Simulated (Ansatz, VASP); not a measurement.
**Two plane-wave programs on N**

```xyz
2
Lattice="0.0000 2.0921 2.0921 2.0921 0.0000 2.0921 2.0921 2.0921 0.0000" Properties=species:S:1:pos:R:3 pbc="T T T"
N     0.0000    0.0000    0.0000
N     1.0460    1.0460    1.0460
```

Alike in both runs: task electric field gradients; functional PBE; k mesh 18 × 18 × 18; occupations fermi-dirac, width 0.08 eV; no spin polarisation.

|  | VASP | Ansatz |
| --- | --- | --- |
| version | VASP 6.6.1 | Ansatz 0.2.0 |
| potentials or method | VASP PAW PBE potentials, release 64 (N) | PAW with Ansatz's default frozen-core files, scalar-relativistic |
| plane-wave cutoff (eV) | 520 | 420 |
| valence electrons in the cell | 10 | 10 |

|  | VASP | Ansatz | Ansatz less VASP |
| --- | --- | --- | --- |
| pressure (GPa) | 0.4 | 0.4 | -0.04 |

With one functional, cell and mesh, what is left measures potentials, basis and numerics.
